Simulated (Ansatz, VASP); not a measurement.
# Two plane-wave programs on K

```
CELL_PARAMETERS angstrom
-2.61800 2.61800 2.55255
2.61800 -2.61800 2.55255
2.61800 2.61800 -2.55255
ATOMIC_POSITIONS crystal
K 0.00000 0.00000 0.00000
```

Change from the starting cell: strain +0.000 along x and y, -0.025 along z, atoms carried along.

Alike in both runs: task single point; functional PBE; k mesh 14 × 14 × 14; occupations gaussian, width 0.15 eV; no spin polarisation.

|  | VASP | Ansatz |
| --- | --- | --- |
| version | VASP 6.6.1 | Ansatz 0.2.0 |
| potentials or method | VASP PAW PBE potentials, release 64 (K_sv), cutoff 520 eV | scalar-relativistic, plane waves, PAW |
| valence electrons in the cell | 9 | 9 |

|  | VASP | Ansatz | Ansatz less VASP |
| --- | --- | --- | --- |
| gap on the k mesh at the Fermi level (eV) | none | none | - |
| pressure (GPa) | 0.2 | 0.2 | +0.01 |

A gap of «none» marks a metal or a gap that the smearing closes.
